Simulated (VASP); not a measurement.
Wanted: the native input for a VASP 6.6.1 run.

```
Task                   : relaxation of cell and atoms
Functional             : LDA
Potentials or basis    : VASP PAW LDA potentials, release 64 (Ca_sv, As, I)
Cutoff                 : 600 eV
k mesh                 : 6 × 6 × 6
Occupations            : gaussian, width 0.02 eV
Spin                   : no spin polarisation
Dipole correction      : no
Further INCAR settings : ALGO = Normal; EDIFF = 1e-06; IBRION = 2; EDIFFG = -0.005; NSW = 70; ISIF = 3
```

The structure of Ca2AsI lies in POSCAR:

```
Ca2AsI
1.0
    2.1999771334      1.2701573902      7.5033480813
   -2.1999771334      1.2701573902      7.5033480813
    0.0000000000     -2.5403147804      7.5033480813
Ca As I
2 1 1
Direct
    0.2309613505      0.2309613505      0.2309613505
    0.7690386495      0.7690386495      0.7690386495
    0.5000000000      0.5000000000      0.5000000000
    0.0000000000      0.0000000000      0.0000000000
```

The input as run:

INCAR

```
SYSTEM = Ca2AsI
ALGO = Normal
EDIFF = 1E-6
EDIFFG = -0.005
ENCUT = 600
IBRION = 2
ISIF = 3
ISMEAR = 0
LASPH = .True.
LCHARG = .False.
LREAL = .False.
LWAVE = .False.
NELM = 80
NSW = 70
PREC = Accurate
SIGMA = 0.02
```

KPOINTS

```
k-points
0
Gamma
  6 6 6
  0 0 0
```

Potentials or basis: VASP PAW LDA potentials, release 64 (Ca_sv, As, I).

The run is started by

```console
$ cat potpaw_LDA.64/Ca_sv/POTCAR potpaw_LDA.64/As/POTCAR potpaw_LDA.64/I/POTCAR > POTCAR
$ mpirun -np 1 vasp_std > vasp.out
```

Results of the run:

```yaml
Relaxed_volume: 28.56 Å³/atom
Relaxed_cell: a = 7.625 Å, b = 7.625 Å, c = 7.625 Å, α = 32.57°, β = 32.57°, γ = 32.57°
Space_group_after_relaxing_to_0.1_Å: R-3m (No. 166)
Energy_gained_by_relaxing: 29.4 meV/atom
Ionic_steps: 10
Pressure_after_relaxing: 0.0 GPa
Band_gap_on_the_k_mesh: 1.21 eV (least direct gap 1.54 eV)
```

Caveat: spin-orbit coupling is left out, which moves the levels of the heavy elements.

Wall time 19 min on 1 thread of Intel(R) Xeon(R) Platinum 8259CL CPU @ 2.50GHz (Skylake/Cascade Lake) (shared host), peak memory 0.5 GiB.
